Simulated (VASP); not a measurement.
# CdSe (F-43m) in VASP: single point with LDA

Aim: the single point of CdSe with LDA.

All numbers are computed with VASP 6.6.1; they aren't measurements. Logs are shortened: lines on timing, memory, paths and dates and some standing lists are left out, and cuts for length are marked.

### 1 The cell of the first run

It takes space group F-43m (No. 216, cubic). The conventional cell has a = 6.141 Å, b = 6.141 Å, c = 6.141 Å, α = 90.00°, β = 90.00°, γ = 90.00°. Within 3.5 Å of Cd (site symmetry -43m) lie 4 Se at 2.66 Å. Se (site symmetry -43m) has 4 Cd at 2.66 Å within 3.5 Å.

### 2 Single point, LDA

INCAR reads:

```
PREC = Accurate
ENCUT = 500
EDIFF = 1E-6
ISMEAR = 1
SIGMA = 0.0396
LREAL = False
LASPH = True
NELM = 120
ALGO = Normal
ISIF = 2
LWAVE = False
LCHARG = False
NBANDS = 16
GGA_COMPAT = False
```

KPOINTS reads:

```
regular mesh
0
Gamma
  6 6 6
```

POSCAR reads:

```
CdSe
1.0
    0.0000000000      3.0702712000      3.0702712000
    3.0702712000      0.0000000000      3.0702712000
    3.0702712000      3.0702712000      0.0000000000
Cd Se
1 1
Direct
    0.0000000000      0.0000000000      0.0000000000
    0.7500000000      0.7500000000      0.7500000000
```

Potentials or basis: VASP PAW LDA potentials, release 64 (Cd, Se).

Started as:

```
$ cat potpaw_LDA.64/Cd/POTCAR potpaw_LDA.64/Se/POTCAR > POTCAR
$ mpirun -np 1 vasp_std > vasp.out
```

OUTCAR:

```text
PREC = Accurate
   ENCUT = 500
   EDIFF = 1E-6
   ISMEAR = 1
   LREAL = False
   LASPH = True
   NELM = 120
   ISIF = 2

 ion  position               nearest neighbor table
   1  0.000  0.000  0.000-   2 2.66   2 2.66   2 2.66   2 2.66
   2  0.750  0.750  0.750-   1 2.66   1 2.66   1 2.66   1 2.66

  LATTYP: Found a face centered cubic cell.
 ALAT       =     6.1405424000

  Lattice vectors:

 A1 = (   0.0000000000,   3.0702712000,   3.0702712000)
 A2 = (   3.0702712000,   0.0000000000,   3.0702712000)
 A3 = (   3.0702712000,   3.0702712000,   0.0000000000)

Analysis of symmetry for initial positions (statically):
=====================================================================
 Subroutine PRICEL returns:
 Original cell was already a primitive cell.

 Routine SETGRP: Setting up the symmetry group for a
 face centered cubic supercell.

 Subroutine GETGRP returns: Found 24 space group operations
 (whereof 24 operations were pure point group operations)
 out of a pool of 48 trial point group operations.

The static configuration has the point symmetry T_d .

Analysis of symmetry for dynamics (positions and initial velocities):
=====================================================================
 Subroutine PRICEL returns:
 Original cell was already a primitive cell.

 Routine SETGRP: Setting up the symmetry group for a
 face centered cubic supercell.

 Subroutine GETGRP returns: Found 24 space group operations
 (whereof 24 operations were pure point group operations)
 out of a pool of 48 trial point group operations.

The dynamic configuration has the point symmetry T_d .

 Subroutine INISYM returns: Found 24 space group operations
 (whereof 24 operations are pure point group operations),
 and found     1 'primitive' translations

----------------------------------------------------------------------------------------

                                     Primitive cell

  volume of cell :      57.8842

  direct lattice vectors                    reciprocal lattice vectors
     0.000000000  3.070271200  3.070271200    -0.162852063  0.162852063  0.162852063
     3.070271200  0.000000000  3.070271200     0.162852063 -0.162852063  0.162852063
     3.070271200  3.070271200  0.000000000     0.162852063  0.162852063 -0.162852063

  length of vectors
     4.342019171  4.342019171  4.342019171     0.282068048  0.282068048  0.282068048

  position of ions in fractional coordinates (direct lattice)
     0.000000000  0.000000000  0.000000000
     0.750000000  0.750000000  0.750000000

  ion indices of the primitive-cell ions
   primitive index   ion index
                 1           1
                 2           2

----------------------------------------------------------------------------------------

 KPOINTS: regular mesh

Automatic generation of k-mesh.
 Grid dimensions read from file:
 generate k-points for:    6    6    6

 Generating k-lattice:

  Cartesian coordinates                     Fractional coordinates (reciprocal lattice)
    -0.027142011  0.027142011  0.027142011     0.166666667  0.000000000  0.000000000
     0.027142011 -0.027142011  0.027142011     0.000000000  0.166666667  0.000000000
     0.027142011  0.027142011 -0.027142011     0.000000000  0.000000000  0.166666667

  Length of vectors
     0.047011341  0.047011341  0.047011341

  Shift w.r.t. Gamma in fractional coordinates (k-lattice)
     0.000000000  0.000000000  0.000000000

 Subroutine IBZKPT returns following result:
 ===========================================

 Found     16 irreducible k-points:

 Following reciprocal coordinates:
            Coordinates               Weight
  0.000000  0.000000  0.000000      1.000000
  0.166667  0.000000  0.000000      8.000000
  0.333333  0.000000  0.000000      8.000000
  0.500000  0.000000  0.000000      4.000000
  0.166667  0.166667  0.000000      6.000000
  0.333333  0.166667  0.000000     24.000000
[... 8 lines left out ...]
 -0.333333  0.333333  0.166667     24.000000
 -0.333333  0.500000  0.166667     12.000000
   k-points           NKPTS =     16   k-points in BZ     NKDIM =     16   number of bands    NBANDS=     16
   number of dos      NEDOS =    301   number of ions     NIONS =      2
   total plane-waves  NPLWV =  32768
   dimension x,y,z NGX =    32 NGY =   32 NGZ =   32
   dimension x,y,z NGXF=    64 NGYF=   64 NGZF=   64
   ions per type =               1   1
   NGX,Y,Z   is equivalent  to a cutoff of  12.25, 12.25, 12.25 a.u.
   NGXF,Y,Z  is equivalent  to a cutoff of  24.50, 24.50, 24.50 a.u.
 SYSTEM =  unknown system
   PREC   = accura    normal or accurate (medium, high low for compatibility)
   ISTART =      0    job   : 0-new  1-cont  2-samecut
   ICHARG =      2    charge: 1-file 2-atom 10-const
   ISPIN  =      1    spin polarized calculation?
   LNONCOLLINEAR =      F non collinear calculations
   LSORBIT =      F    spin-orbit coupling
   LASPH  =      T    aspherical Exc in radial PAW
   ENCUT  =  500.0 eV  36.75 Ry    6.06 a.u.   7.92  7.92  7.92*2*pi/ulx,y,z
   NELM   =    120;   NELMIN=  2; NELMDL= -5     # of ELM steps
   EDIFF  = 0.1E-05   stopping-criterion for ELM
   LREAL  =      F    real-space projection
   EDIFFG = 0.1E-04   stopping-criterion for IOM
   NSW    =      0    number of steps for IOM
   IBRION =     -1    ionic relax: 0-MD 1-quasi-New 2-CG
   NFREE  =      0    steps in history (QN), initial steepest desc. (CG)
   ISIF   =      2    stress and relaxation
   ISYM   =      2    0-nonsym 1-usesym 2-fastsym
   POTIM  = 0.5000    time-step for ionic-motion
   TEBEG  =    0.0;   TEEND  =   0.0 temperature during run
   PSTRESS=    0.0 pullay stress
   NELECT =      18.0000    total number of electrons
   NUPDOWN=      -1.0000    fix difference up-down
   EMIN   =  10.00;   EMAX   =-10.00  energy-range for DOS
   EFERMI =   0.00;   METHOD = LEGACY
   ISMEAR =     1;   SIGMA  =   0.04  broadening in eV -4-tet -1-fermi 0-gaus
   EFERMI_NEDOS =   21; number of points for ismear=-14 and -15
   IALGO  =     38    algorithm
   IMIX   =      4    mixing-type and parameters
     AMIX     =   0.40;   BMIX     =  1.00
     AMIX_MAG =   1.60;   BMIX_MAG =  1.00
  volume/ion in A,a.u.               =      28.94       195.31
  Fermi-wavevector in a.u.,A,eV,Ry     =   1.109121  2.095935 16.737199  1.230149
  Thomas-Fermi vector in A             =   2.245657
   LORBIT       =      0    0 simple, 1 ext, 2 COOP (PROOUT), +10 PAW based schemes
   GGA     = CA    functional components
   LHFCALC =     F    Hartree Fock is set to
   AEXX    =    0.0000 exact exchange contribution
   IVDW    =     0    specifies the selected vdW correction
   LEPSILON=     F    determine dielectric tensor
   LRPA    =     F    only Hartree local field effects (RPA)
 non-spin polarized calculation
 Methfessel and Paxton  Order N= 1 SIGMA  =   0.04
  energy-cutoff  :      500.00
  volume of cell :       57.88
 maximum number of plane-waves:      1484
   NGX = 15   NGY = 15   NGZ = 15

 number of electron      18.0000006 magnetization

 Free energy of the ion-electron system (eV)
  ---------------------------------------------------
  ext. energy  EPLUGINS =         0.00000000
  ---------------------------------------------------
  free energy    TOTEN  =        -6.72665035 eV

  energy without entropy =       -6.72668224  energy(sigma->0) =       -6.72666098

 E-fermi :   0.6195     XC(G=0):  -9.1641

 val. band max:        0.5861661495   @ k =   0.0000   0.0000   0.0000
 cond. band min:       0.8879233527   @ k =   0.0000   0.0000   0.0000
 fundamental gap:      0.3017572032
 Fermi energy:         0.6195045808

 k-point     1 :       0.0000    0.0000    0.0000
  band No.  band energies     occupation
      1     -11.9030      2.00000
      2      -7.2736      2.00000
      3      -7.2736      2.00000
      4      -7.2736      2.00000
      5      -6.9246      2.00000
      6      -6.9246      2.00000
[... 8 lines left out ...]
     15      11.6056      0.00000
     16      11.6056      0.00000

 k-point     2 :       0.1667    0.0000    0.0000
  band No.  band energies     occupation
      1     -11.8155      2.00000
      2      -7.2467      2.00000
      3      -7.2467      2.00000
      4      -7.1905      2.00000
      5      -6.9255      2.00000
      6      -6.9255      2.00000
[... 8 lines left out ...]
     15      10.5897      0.00000
     16      10.7698      0.00000

 k-point     3 :       0.3333    0.0000    0.0000
  band No.  band energies     occupation
      1     -11.6376      2.00000
      2      -7.2019      2.00000
      3      -7.2019      2.00000
      4      -6.9156      2.00000
      5      -6.9156      2.00000
      6      -6.9092      2.00000
[... 8 lines left out ...]
     15      10.9945      0.00000
     16      10.9945      0.00000

 k-point     4 :       0.5000    0.0000    0.0000
  band No.  band energies     occupation
      1     -11.5478      2.00000
      2      -7.1859      2.00000
      3      -7.1859      2.00000
      4      -6.9029      2.00000
      5      -6.9029      2.00000
      6      -6.6536      2.00000
[... 8 lines left out ...]
     15      12.5401      0.00000
     16      12.5401      0.00000
[... 172 lines left out ...]
 k-point    14 :       0.5000    0.3333    0.1667
  band No.  band energies     occupation
      1     -11.5227      2.00000
      2      -7.1379      2.00000
      3      -7.1293      2.00000
      4      -6.9882      2.00000
      5      -6.9001      2.00000
      6      -6.7026      2.00000
[... 8 lines left out ...]
     15      12.4378      0.00000
     16      13.5065      0.00000

 k-point    15 :      -0.3333    0.3333    0.1667
  band No.  band energies     occupation
      1     -11.4648      2.00000
      2      -7.1316      2.00000
      3      -7.1049      2.00000
      4      -6.9552      2.00000
      5      -6.9143      2.00000
      6      -6.5277      2.00000
[... 8 lines left out ...]
     15      12.2209      0.00000
     16      13.4200      0.00000

 k-point    16 :      -0.3333    0.5000    0.1667
  band No.  band energies     occupation
      1     -11.4366      2.00000
      2      -7.0980      2.00000
      3      -7.0823      2.00000
      4      -6.9843      2.00000
      5      -6.8988      2.00000
      6      -6.5045      2.00000
[... 8 lines left out ...]
     15      13.1376      0.00000
     16      13.3798      0.00000

------------------------ aborting loop because EDIFF is reached ----------------------------------------

  FORCE on cell =-STRESS in cart. coord.  units (eV):
  Direction    XX          YY          ZZ          XY          YZ          ZX
  --------------------------------------------------------------------------------------
  -------------------------------------------------------------------------------------
  Total       -1.0435801     -1.0435801     -1.0435801      0.0000000      0.0000000      0.0000000
  in kB      -28.8852511    -28.8852511    -28.8852511      0.0000000      0.0000000      0.0000000
  external PRESSURE =     -28.8852511 kB  Pullay stress =       0.0000000 kB

 VOLUME and BASIS-vectors are now :
 -----------------------------------------------------------------------------
  energy-cutoff  :      500.00
  volume of cell :       57.88
      direct lattice vectors                 reciprocal lattice vectors
     0.000000000  3.070271200  3.070271200    -0.162852063  0.162852063  0.162852063
     3.070271200  0.000000000  3.070271200     0.162852063 -0.162852063  0.162852063
     3.070271200  3.070271200  0.000000000     0.162852063  0.162852063 -0.162852063

 POSITION                                       TOTAL-FORCE (eV/Angst)
 -----------------------------------------------------------------------------------
      0.00000      0.00000      0.00000         0.000000     -0.000000      0.000000
      4.60541      4.60541      4.60541        -0.000000      0.000000     -0.000000
 -----------------------------------------------------------------------------------
    total drift:                                0.000000      0.000000      0.000000

  FREE ENERGIE OF THE ION-ELECTRON SYSTEM (eV)
  ---------------------------------------------------
  free  energy   TOTEN  =        -6.7266503544 eV

  energy  without entropy=       -6.7266822429  energy(sigma->0) =       -6.72666098
```

Run time: 6.7 s. Hardware: 1 thread of AMD EPYC 9R45 (Zen 5), shared host; peak memory 0.13 GiB.

What came out:

- Free energy: -6.7267 eV
- Pressure: -2.9 GPa
- Band gap on the k mesh: 0.30 eV, direct
